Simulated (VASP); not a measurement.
Input of a VASP 6.6.1 run:

The input INCAR:

```
SYSTEM = Al2O3
ALGO = Normal
EDIFF = 1E-7
ENCUT = 520
GGA = PE
ISIF = 2
ISMEAR = 0
IVDW = 12
LASPH = .True.
LCHARG = .False.
LREAL = .False.
LWAVE = .False.
NBANDS = 20
NELM = 60
PREC = Accurate
SIGMA = 0.05
```

Contents of KPOINTS:

```
k-points
0
Gamma
  9 9 4
  0 0 0
```

The input POSCAR:

```
Al2O3
1.0
    2.9532000000      0.0000000000      0.0000000000
   -1.4766000000      2.5575462224      0.0000000000
    0.0000000000      0.0000000000      6.8585000000
Al O
2 3
Direct
    0.0000000000      0.0000000000      0.1907358529
    0.0000000000      0.0000000000      0.8092641471
    0.3333333333      0.6666666667      0.2840924954
    0.6666666667      0.3333333333      0.0000000000
    0.3333333333      0.6666666667      0.7159075046
```

Potentials or basis: VASP PAW PBE potentials, release 64 (Al, O).

Launch:

```console
$ cat potpaw_PBE.64/Al/POTCAR potpaw_PBE.64/O/POTCAR > POTCAR
$ mpirun -np 1 vasp_std > vasp.out
```

(1) Predict the dispersion energy per atom.

(2) Estimate the pressure.

(3) Estimate the band gap on the k mesh.

(4) Predict the largest force.

## Answers

(1) -0.194 eV.

(2) -4.3 GPa.

(3) 3.52 eV, indirect (least direct gap 3.60 eV).

(4) 1.385 eV/Å.

Caveat: forces of over 1 eV/Å act on the atoms, so gaps and moduli don't describe the material at rest.
